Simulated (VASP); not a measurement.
Set up this calculation in VASP 6.6.1, as the native input.

| Quantity | Value |
| --- | --- |
| Task | relaxation of cell and atoms |
| Functional | PBEsol |
| Potentials or basis | VASP PAW PBE potentials, release 64 (Ti_sv, Al) |
| Cutoff | 600 eV |
| k mesh | 10 × 10 × 3 |
| Occupations | fermi-dirac, width 0.05 eV |
| Spin | no spin polarisation |
| Target pressure | 20 GPa |
| Dipole correction | no |
| Further INCAR settings | ALGO = Fast; EDIFF = 1e-07; IBRION = 2; EDIFFG = -0.01; NSW = 60; ISIF = 3 |

The structure of Ti3Al lies in POSCAR:

```
Ti3Al
1.0
    2.9275422229      0.0000000000      0.0000000000
   -1.4637711114      2.5353259357      0.0000000000
    0.0000000000      0.0000000000      9.2263620000
Ti Al
3 1
Direct
    0.3333333333      0.6666666667      0.2494060000
    0.3333333333      0.6666666667      0.7505940000
    0.6666666667      0.3333333333      0.0000000000
    0.6666666667      0.3333333333      0.5000000000
```

The input as run:

INCAR

```
PREC = Accurate
ENCUT = 600
EDIFF = 1E-7
ISMEAR = -1
SIGMA = 0.05
LREAL = F
LASPH = T
NELM = 60
ALGO = Fast
ISIF = 3
LWAVE = F
LCHARG = F
GGA = PS
IBRION = 2
NSW = 60
EDIFFG = -0.01
PSTRESS = 200.0
```

KPOINTS

```
regular mesh
0
Gamma
  10 10 3
```

Potentials or basis: VASP PAW PBE potentials, release 64 (Ti_sv, Al).

Run with:

```console
$ cat potpaw_PBE.64/Ti_sv/POTCAR potpaw_PBE.64/Al/POTCAR > POTCAR
$ mpirun -np 1 vasp_std > vasp.out
```

Results of the run:

- Relaxed volume: 14.46 Å³/atom
- Relaxed cell: a = 2.754 Å, b = 2.754 Å, c = 8.803 Å, α = 90.00°, β = 90.00°, γ = 120.00°
- Space group after relaxing (to 0.05 Å): P-6m2 (No. 187)
- Energy change on relaxing (the enthalpy is what falls): +113.0 meV/atom
- Ionic steps: 12
- Pressure after relaxing: 20.0 GPa

Caveat: the cell is relaxed towards a set pressure, so the enthalpy falls and the energy may rise; the volume moved by over 15 % at a fixed basis, so the end points are rough; the PAW data sets were made with another functional, which shifts forces and pressure a little.

Run time: 11 min on 1 thread of Intel(R) Xeon(R) 6975P-C (Granite Rapids), on a shared host, peak memory 0.24 GiB.
